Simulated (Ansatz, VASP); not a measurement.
Pt3Br2: VASP beside Ansatz

```
Pt Br
1.0
     3.43827    0.00000    0.00000
    -1.71913    2.97763    0.00000
     0.00000    0.00000    9.47670
Pt Br
3 2
Direct
  0.00000 0.00000 0.00000
  0.33333 0.66667 0.59074
  0.66667 0.33333 0.40926
  0.33333 0.66667 0.19687
  0.66667 0.33333 0.80313
```

Alike in both runs: functional PBE; k mesh 12 × 12 × 4; occupations gaussian, width 0.1 eV; no spin polarisation.

Ansatz relaxed the structure, and its values are those at the end. VASP's run is a single point on that final structure, the one shown.

|  | VASP | Ansatz |
| --- | --- | --- |
| version | VASP 6.6.1 | Ansatz 0.2.0 |
| potentials or method | VASP PAW PBE potentials, release 64 (Pt, Br), cutoff 520 eV | scalar-relativistic, plane waves, PAW |
| valence electrons in the cell | 44 | 68 |

Ansatz gave:

* gap on the k mesh at the Fermi level (eV): none
* pressure (GPa): 0.0
* rms of the force components (eV/Å): 0.003

Question: Estimate VASP's values.

Answer: gap on the k mesh at the Fermi level (eV): none; pressure (GPa): -0.2; rms of the force components (eV/Å): 0.009.

A gap of «none» marks a metal or a gap that the smearing closes. The functional is the same, so the differences come from potentials, cutoffs and numerics. VASP's potentials hold 44 valence electrons a cell and Ansatz's 68, so a difference there can come from the potentials and not from the codes.

Spin-orbit coupling is off throughout.
